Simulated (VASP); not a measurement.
# Nb (Im-3m) in VASP: further runs

The runs below take Nb through single point, with LDA.

Program: VASP 6.6.1. These are calculated values, not measurements. Logs are shortened: lines on timing, memory, paths and dates and some standing lists are left out, and cuts for length are marked.

**1. The cell of the first run**

The structure is cubic, space group Im-3m (No. 229). Conventional cell: a = 3.246 Å, b = 3.246 Å, c = 3.246 Å, α = 90.00°, β = 90.00°, γ = 90.00°. Within 3.7 Å of Nb (site symmetry m-3m) lie 14 Nb at 2.81 to 3.25 Å.

**2. Single point, LDA**

Input file INCAR:

```
PREC = Accurate ; ENCUT = 520
EDIFF = 1E-7 ; ISMEAR = -1
SIGMA = 0.1 ; LREAL = False
LASPH = True ; NELM = 100
ALGO = Normal ; ISIF = 2
LWAVE = False ; LCHARG = False
NBANDS = 12
```

Input file KPOINTS:

```
Automatic mesh
0
Gamma
  11 11 11
```

Input file POSCAR:

```
Nb
1.0
   -1.6231103068      1.6231103068      1.6231103068
    1.6231103068     -1.6231103068      1.6231103068
    1.6231103068      1.6231103068     -1.6231103068
Nb
1
Direct
    0.0000000000      0.0000000000      0.0000000000
```

Potentials or basis: VASP PAW LDA potentials, release 64 (Nb_sv).

On the command line:

```bash
cat potpaw_LDA.64/Nb_sv/POTCAR > POTCAR
mpirun -np 1 vasp_std > vasp.out
```

OUTCAR:

```text
PREC = Accurate
   ENCUT = 520
   EDIFF = 1E-7
   ISMEAR = -1
   LREAL = False
   LASPH = True
   NELM = 100
   ISIF = 2

 ion  position               nearest neighbor table
   1  0.000  0.000  0.000-

  LATTYP: Found a body centered cubic cell.
 ALAT       =     3.2462206136

  Lattice vectors:

 A1 = (  -1.6231103068,   1.6231103068,   1.6231103068)
 A2 = (   1.6231103068,  -1.6231103068,   1.6231103068)
 A3 = (   1.6231103068,   1.6231103068,  -1.6231103068)

Analysis of symmetry for initial positions (statically):
=====================================================================
 Subroutine PRICEL returns:
 Original cell was already a primitive cell.

 Routine SETGRP: Setting up the symmetry group for a
 body centered cubic supercell.

 Subroutine GETGRP returns: Found 48 space group operations
 (whereof 48 operations were pure point group operations)
 out of a pool of 48 trial point group operations.

The static configuration has the point symmetry O_h .

Analysis of symmetry for dynamics (positions and initial velocities):
=====================================================================
 Subroutine PRICEL returns:
 Original cell was already a primitive cell.

 Routine SETGRP: Setting up the symmetry group for a
 body centered cubic supercell.

 Subroutine GETGRP returns: Found 48 space group operations
 (whereof 48 operations were pure point group operations)
 out of a pool of 48 trial point group operations.

The dynamic configuration has the point symmetry O_h .

 Subroutine INISYM returns: Found 48 space group operations
 (whereof 48 operations are pure point group operations),
 and found     1 'primitive' translations

----------------------------------------------------------------------------------------

                                     Primitive cell

  volume of cell :      17.1043

  direct lattice vectors                    reciprocal lattice vectors
    -1.623110307  1.623110307  1.623110307     0.000000000  0.308050536  0.308050536
     1.623110307 -1.623110307  1.623110307     0.308050536  0.000000000  0.308050536
     1.623110307  1.623110307 -1.623110307     0.308050536  0.308050536  0.000000000

  length of vectors
     2.811309518  2.811309518  2.811309518     0.435649246  0.435649246  0.435649246

  position of ions in fractional coordinates (direct lattice)
     0.000000000  0.000000000  0.000000000

  ion indices of the primitive-cell ions
   primitive index   ion index
                 1           1

----------------------------------------------------------------------------------------

 KPOINTS: Automatic mesh

Automatic generation of k-mesh.
 Grid dimensions read from file:
 generate k-points for:   11   11   11

 Generating k-lattice:

  Cartesian coordinates                     Fractional coordinates (reciprocal lattice)
     0.000000000  0.028004594  0.028004594     0.090909091  0.000000000  0.000000000
     0.028004594  0.000000000  0.028004594     0.000000000  0.090909091  0.000000000
     0.028004594  0.028004594  0.000000000     0.000000000  0.000000000  0.090909091

  Length of vectors
     0.039604477  0.039604477  0.039604477

  Shift w.r.t. Gamma in fractional coordinates (k-lattice)
     0.000000000  0.000000000  0.000000000

 Subroutine IBZKPT returns following result:
 ===========================================

 Found     56 irreducible k-points:

 Following reciprocal coordinates:
            Coordinates               Weight
  0.000000  0.000000  0.000000      1.000000
  0.090909  0.000000  0.000000     12.000000
  0.181818  0.000000  0.000000     12.000000
  0.272727  0.000000  0.000000     12.000000
  0.363636  0.000000  0.000000     12.000000
  0.454545  0.000000  0.000000     12.000000
[... 16 lines left out ...]
  0.272727  0.181818  0.090909     48.000000
  0.363636  0.181818  0.090909     24.000000
 [... further k-points ...]
   k-points           NKPTS =     56   k-points in BZ     NKDIM =     56   number of bands    NBANDS=     12
   number of dos      NEDOS =    301   number of ions     NIONS =      1
   total plane-waves  NPLWV =  13824
   dimension x,y,z NGX =    24 NGY =   24 NGZ =   24
   dimension x,y,z NGXF=    48 NGYF=   48 NGZF=   48
   ions per type =               1
   NGX,Y,Z   is equivalent  to a cutoff of  14.19, 14.19, 14.19 a.u.
   NGXF,Y,Z  is equivalent  to a cutoff of  28.38, 28.38, 28.38 a.u.
 SYSTEM =  unknown system
   PREC   = accura    normal or accurate (medium, high low for compatibility)
   ISTART =      0    job   : 0-new  1-cont  2-samecut
   ICHARG =      2    charge: 1-file 2-atom 10-const
   ISPIN  =      1    spin polarized calculation?
   LNONCOLLINEAR =      F non collinear calculations
   LSORBIT =      F    spin-orbit coupling
   LASPH  =      T    aspherical Exc in radial PAW
   ENCUT  =  520.0 eV  38.22 Ry    6.18 a.u.   5.23  5.23  5.23*2*pi/ulx,y,z
   NELM   =    100;   NELMIN=  2; NELMDL= -5     # of ELM steps
   EDIFF  = 0.1E-06   stopping-criterion for ELM
   LREAL  =      F    real-space projection
   EDIFFG = 0.1E-05   stopping-criterion for IOM
   NSW    =      0    number of steps for IOM
   IBRION =     -1    ionic relax: 0-MD 1-quasi-New 2-CG
   NFREE  =      0    steps in history (QN), initial steepest desc. (CG)
   ISIF   =      2    stress and relaxation
   ISYM   =      2    0-nonsym 1-usesym 2-fastsym
   POTIM  = 0.5000    time-step for ionic-motion
   TEBEG  =    0.0;   TEEND  =   0.0 temperature during run
   PSTRESS=    0.0 pullay stress
   NELECT =      13.0000    total number of electrons
   NUPDOWN=      -1.0000    fix difference up-down
   EMIN   =  10.00;   EMAX   =-10.00  energy-range for DOS
   EFERMI =   0.00;   METHOD = LEGACY
   ISMEAR =    -1;   SIGMA  =   0.10  broadening in eV -4-tet -1-fermi 0-gaus
   EFERMI_NEDOS =   21; number of points for ismear=-14 and -15
   IALGO  =     38    algorithm
   IMIX   =      4    mixing-type and parameters
     AMIX     =   0.40;   BMIX     =  1.00
     AMIX_MAG =   1.60;   BMIX_MAG =  1.00
  volume/ion in A,a.u.               =      17.10       115.43
  Fermi-wavevector in a.u.,A,eV,Ry     =   1.494014  2.823277 30.369251  2.232077
  Thomas-Fermi vector in A             =   2.606341
   LORBIT       =      0    0 simple, 1 ext, 2 COOP (PROOUT), +10 PAW based schemes
   GGA     = CA    functional components
   LHFCALC =     F    Hartree Fock is set to
   AEXX    =    0.0000 exact exchange contribution
   IVDW    =     0    specifies the selected vdW correction
   LEPSILON=     F    determine dielectric tensor
   LRPA    =     F    only Hartree local field effects (RPA)
 non-spin polarized calculation
  energy-cutoff  :      520.00
  volume of cell :       17.10
 maximum number of plane-waves:       472
 NGX is ok and might be reduce to    24
   NGX = 11   NGY = 11   NGZ = 11

 number of electron      13.0000001 magnetization

 Free energy of the ion-electron system (eV)
  ---------------------------------------------------
  ext. energy  EPLUGINS =         0.00000000
  ---------------------------------------------------
  free energy    TOTEN  =       -11.27120905 eV

  energy without entropy =      -11.21723126  energy(sigma->0) =      -11.24422015

 E-fermi :  11.7206     XC(G=0): -12.9830

 val. band max:       11.6936714260   @ k =   0.2727   0.0000   0.0000
 cond. band min:      11.7227955771   @ k =   0.2727   0.0909   0.0909
 fundamental gap:      0.0291241512
 Fermi energy:        11.7205762650

 k-point     1 :       0.0000    0.0000    0.0000
  band No.  band energies     occupation
      1     -42.2795      2.00000
      2     -17.6056      2.00000
      3     -17.6056      2.00000
      4     -17.6056      2.00000
      5       5.7203      2.00000
      6      12.0524      0.06988
      7      12.0524      0.06988
      8      12.0524      0.06988
      9      15.1292      0.00000
     10      15.1292      0.00000
     11      26.1077      0.00000
     12      26.1077      0.00000

 k-point     2 :       0.0909    0.0000    0.0000
  band No.  band energies     occupation
      1     -42.2556      2.00000
      2     -17.7448      2.00000
      3     -17.6474      2.00000
      4     -17.6070      2.00000
      5       6.0790      2.00000
      6      11.8312      0.49727
      7      11.9919      0.12434
      8      12.4022      0.00219
      9      14.8104      0.00000
     10      15.1305      0.00000
     11      26.4002      0.00000
     12      26.7292      0.00000

 k-point     3 :       0.1818    0.0000    0.0000
  band No.  band energies     occupation
      1     -42.1910      2.00000
      2     -18.1074      2.00000
      3     -17.7579      2.00000
      4     -17.6107      2.00000
      5       6.9962      2.00000
      6      11.2943      1.97222
      7      11.7256      0.97483
      8      13.4155      0.00000
      9      14.4805      0.00000
     10      15.1781      0.00000
     11      26.8069      0.00000
     12      28.4432      0.00000
[... 286 lines left out ...]
 k-point    23 :       0.2727    0.1818    0.0909
  band No.  band energies     occupation
      1     -41.9711      2.00000
      2     -18.9350      2.00000
      3     -18.2357      2.00000
      4     -17.8673      2.00000
      5       9.3041      2.00000
      6      10.0991      2.00000
      7      11.5886      1.57835
      8      15.4395      0.00000
      9      15.9452      0.00000
     10      20.4537      0.00000
     11      23.8650      0.00000
     12      25.5231      0.00000

 k-point    24 :       0.3636    0.1818    0.0909
  band No.  band energies     occupation
      1     -41.9533      2.00000
      2     -18.9427      2.00000
      3     -18.3411      2.00000
      4     -17.8792      2.00000
      5       9.1970      2.00000
      6      10.0433      2.00000
      7      12.1922      0.01774
      8      15.5783      0.00000
      9      16.0192      0.00000
     10      21.3753      0.00000
     11      22.7744      0.00000
     12      24.9184      0.00000

 [... further k-points ...]
[... 5 lines left out ...]
  --------------------------------------------------------------------------------------
  -------------------------------------------------------------------------------------
  Total        0.0830156      0.0830156      0.0830156      0.0000000      0.0000000     -0.0000000
  in kB        7.7761752      7.7761752      7.7761752      0.0000000      0.0000000     -0.0000000
  external PRESSURE =       7.7761752 kB  Pullay stress =       0.0000000 kB

 VOLUME and BASIS-vectors are now :
 -----------------------------------------------------------------------------
  energy-cutoff  :      520.00
  volume of cell :       17.10
      direct lattice vectors                 reciprocal lattice vectors
    -1.623110307  1.623110307  1.623110307     0.000000000  0.308050536  0.308050536
     1.623110307 -1.623110307  1.623110307     0.308050536  0.000000000  0.308050536
     1.623110307  1.623110307 -1.623110307     0.308050536  0.308050536  0.000000000

 POSITION                                       TOTAL-FORCE (eV/Angst)
 -----------------------------------------------------------------------------------
      0.00000      0.00000      0.00000         0.000000      0.000000     -0.000000
 -----------------------------------------------------------------------------------
    total drift:                                0.000000      0.000000      0.000000

  FREE ENERGIE OF THE ION-ELECTRON SYSTEM (eV)
  ---------------------------------------------------
  free  energy   TOTEN  =       -11.2712090454 eV

  energy  without entropy=      -11.2172312643  energy(sigma->0) =      -11.24422015
```

Wall time 12 s (1 thread of Intel Xeon 8259CL, shared host); peak memory 0.13 GiB.

What came out:

```
Free energy : -11.2712 eV
Pressure    : 0.8 GPa
```

**3. Single point, LDA**

Input file INCAR:

```
SYSTEM = Nb
ALGO = Normal ; EDIFF = 1E-7
ENCUT = 520 ; GGA = CA
ISIF = 2 ; ISMEAR = -1
LASPH = .TRUE. ; LCHARG = .FALSE.
LREAL = .FALSE. ; LWAVE = .FALSE.
NBANDS = 12 ; NELM = 100
PREC = Accurate ; SIGMA = 0.1
```

Input file KPOINTS:

```
k-points
0
G
  14 14 14
  0 0 0
```

POSCAR is that of step 2.

Potentials or basis: VASP PAW LDA potentials, release 64 (Nb_sv).

On the command line:

```bash
cat potpaw_LDA.64/Nb_sv/POTCAR > POTCAR
mpirun -np 1 vasp_std > vasp.out
```

OUTCAR:

```text
SYSTEM = Nb
   EDIFF = 1E-7
   ENCUT = 520
   GGA = CA
   ISIF = 2
   ISMEAR = -1
   LASPH = .TRUE.
   LREAL = .FALSE.
   NELM = 100
   PREC = Accurate

 ion  position               nearest neighbor table
   1  0.000  0.000  0.000-

  LATTYP: Found a body centered cubic cell.
 ALAT       =     3.2462206136

  Lattice vectors:

 A1 = (  -1.6231103068,   1.6231103068,   1.6231103068)
 A2 = (   1.6231103068,  -1.6231103068,   1.6231103068)
 A3 = (   1.6231103068,   1.6231103068,  -1.6231103068)

Analysis of symmetry for initial positions (statically):
[... 529 lines left out ...]
      5       9.3226      2.00000
      6      10.5297      1.99999
      7      11.2503      1.98849
      8      15.3981      0.00000
      9      15.9318      0.00000
     10      22.5021      0.00000
     11      22.5131      0.00000
     12      24.3613      0.00000

 [... further k-points ...]
[... 5 lines left out ...]
  --------------------------------------------------------------------------------------
  -------------------------------------------------------------------------------------
  Total        0.0378268      0.0378268      0.0378268     -0.0000000     -0.0000000      0.0000000
  in kB        3.5432847      3.5432847      3.5432847     -0.0000000     -0.0000000      0.0000000
  external PRESSURE =       3.5432847 kB  Pullay stress =       0.0000000 kB

 VOLUME and BASIS-vectors are now :
 -----------------------------------------------------------------------------
  energy-cutoff  :      520.00
  volume of cell :       17.10
      direct lattice vectors                 reciprocal lattice vectors
    -1.623110307  1.623110307  1.623110307     0.000000000  0.308050536  0.308050536
     1.623110307 -1.623110307  1.623110307     0.308050536  0.000000000  0.308050536
     1.623110307  1.623110307 -1.623110307     0.308050536  0.308050536  0.000000000

 POSITION                                       TOTAL-FORCE (eV/Angst)
 -----------------------------------------------------------------------------------
      0.00000      0.00000      0.00000         0.000000      0.000000      0.000000
 -----------------------------------------------------------------------------------
    total drift:                                0.000000      0.000000      0.000000

  FREE ENERGIE OF THE ION-ELECTRON SYSTEM (eV)
  ---------------------------------------------------
  free  energy   TOTEN  =       -11.2758284100 eV

  energy  without entropy=      -11.2274188538  energy(sigma->0) =      -11.25162363
```

It took 22 s on 1 thread of Intel Xeon 8259CL, shared host; peak memory 0.14 GiB.

What came out:

| Item | Value |
| --- | --- |
| Free energy | -11.2758 eV |
| Pressure | 0.4 GPa |

Levels at points of the mesh, in eV from the Fermi level:
| k point | band 3 | band 4 | band 5 | band 6 | band 7 | band 8 | band 9 | band 10 |
| --- | --- | --- | --- | --- | --- | --- | --- | --- |
| (0.00, 0.00, 0.00) | -29.37 | -29.37 | -6.04 | 0.29 | 0.29 | 0.29 | 3.37 | 3.37 |
| (0.50, 0.00, 0.00) | -29.87 | -29.39 | -3.99 | -1.87 | 2.58 | 3.43 | 4.16 | 6.80 |
| (0.50, 0.50, 0.50) | -30.46 | -30.46 | -4.08 | -4.08 | 5.95 | 5.95 | 5.95 | 9.49 |

**4. Single point, LDA**

Input file INCAR:

```
  PREC = Accurate
  ENCUT = 520
  EDIFF = 1E-6
  ISMEAR = -1
  SIGMA = 0.1
  LREAL = F
  LASPH = T
  NELM = 60
  ALGO = Normal
  ISIF = 2
  LWAVE = F
  LCHARG = F
  GGA = CA
  NBANDS = 12
```

Input file KPOINTS:

```
Automatic mesh
0
Gamma
  14 14 14
```

POSCAR is that of step 3.

On the command line:

```bash
cat potpaw_LDA.64/Nb_sv/POTCAR > POTCAR
mpirun -np 1 vasp_std > vasp.out
```

Wall time 24 s (1 thread of Intel Xeon 8259CL, shared host); peak memory 0.14 GiB.

Results (log left out):

- Free energy: -11.2758 eV
- Pressure: 0.4 GPa

Levels at points of the mesh, in eV from the Fermi level:
```tsv
k point	band 4	band 5	band 6	band 7	band 8	band 9
(0.00, 0.00, 0.00)	-29.37	-6.04	0.29	0.29	0.29	3.37
(0.50, 0.00, 0.00)	-29.39	-3.99	-1.87	2.58	3.43	4.16
(0.50, 0.50, 0.50)	-30.46	-4.08	-4.08	5.95	5.95	5.95
```
